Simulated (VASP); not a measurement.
Here is a VASP 6.6.1 calculation.

The input INCAR:

```
PREC = Accurate
ENCUT = 520
EDIFF = 1E-7
ISMEAR = 0
SIGMA = 0.05
LREAL = F
LASPH = T
NELM = 60
ALGO = Normal
ISIF = 2
LWAVE = F
LCHARG = F
GGA = PE
NBANDS = 14
```

KPOINTS

```
regular mesh
0
Gamma
  10 10 10
```

POSCAR

```
IrS
1.0
    0.0000000000      2.6008604710      2.6008604710
    2.6008604710      0.0000000000      2.6008604710
    2.6008604710      2.6008604710      0.0000000000
Ir S
1 1
Direct
    0.0000000000      0.0000000000      0.0000000000
    0.2500000000      0.2500000000      0.2500000000
```

Potentials or basis: VASP PAW PBE potentials, release 64 (Ir, S).

Command:

```bash
$ cat potpaw_PBE.64/Ir/POTCAR potpaw_PBE.64/S/POTCAR > POTCAR
$ mpirun -np 1 vasp_std > vasp.out
```

Q: Predict the pressure.

A: 7.6 GPa.

Q: What does it give for the band gap on the k mesh?

A: Zero (an odd number of electrons rules out a gap without spin polarisation).

Caveat: the cell stands under pressure; spin-orbit coupling is left out, which moves the levels of the heavy elements.
